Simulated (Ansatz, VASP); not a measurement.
W in VASP and in Ansatz

The input POSCAR:

```
W
1.0
   -1.7250840000      1.7250840000      1.4695160000
    1.7250840000     -1.7250840000      1.4695160000
    1.7250840000      1.7250840000     -1.4695160000
W
1
Direct
    0.0000000000      0.0000000000      0.0000000000
```

The input INCAR.step1:

```
SYSTEM = W
PREC = Accurate
ENCUT = 520
ISMEAR = 0
SIGMA = 0.15
LREAL = .False.
LASPH = .True.
NELM = 100
NBANDS = 13
GGA = PE
ALGO = Normal
EDIFF = 1E-4
LWAVE = .True.
LCHARG = .False.
```

Contents of INCAR.step2:

```
SYSTEM = W
PREC = Accurate
ENCUT = 520
EDIFF = 1E-7
ISMEAR = 0
SIGMA = 0.15
LREAL = .False.
LASPH = .True.
NELM = 100
ALGO = Normal
ISIF = 2
LWAVE = .False.
LCHARG = .False.
METAGGA = R2SCAN
LMIXTAU = .True.
NBANDS = 13
ISTART = 1
```

Contents of KPOINTS:

```
Automatic mesh
0
Gamma
  14 14 14
  0 0 0
```

Input for Ansatz:

```yaml
crystal:
  lattice:
    - [-1.725084, 1.725084, 1.469516]
    - [1.725084, -1.725084, 1.469516]
    - [1.725084, 1.725084, -1.469516]
  atoms:
    - { symbol: W, position: [0.0, 0.0, 0.0] }
basis:
  ecutwfc: 500
kpoints:
  mp_grid: { grid: [14, 14, 14] }
hamiltonian:
  xc: r2scan
scf:
  occupations: { method: gaussian, width: 0.15 }
output:
  forces: true
  stress: true
  eigenvalues: true
```

Change from the starting cell: strain +0.080 along x and y, -0.080 along z, atoms carried along.

Alike in both runs: task single point; functional r2SCAN; k mesh 14 × 14 × 14; occupations gaussian, width 0.15 eV; no spin polarisation.

|  | VASP | Ansatz |
| --- | --- | --- |
| version | VASP 6.6.1 | Ansatz 0.2.0 |
| potentials or method | VASP PAW PBE potentials, release 64 (W_sv), cutoff 520 eV | scalar-relativistic, plane waves, PAW |
| valence electrons in the cell | 14 | 14 |

Ansatz gave:

```
gap on the k mesh at the Fermi level (eV)                     : none
pressure (GPa)                                                : -21.3
traceless stress, the component that is largest in VASP (GPa) : 23.42
```

Which values does VASP return?

gap on the k mesh at the Fermi level (eV): none; pressure (GPa): -20.6; traceless stress, the component that is largest in VASP (GPa): 23.39.

VASP's potentials were made for PBE, not for r2SCAN. A gap of «none» marks a metal or a gap that the smearing closes. The functional is the same, so the differences come from potentials, cutoffs and numerics.

Neither program's run includes spin-orbit coupling.
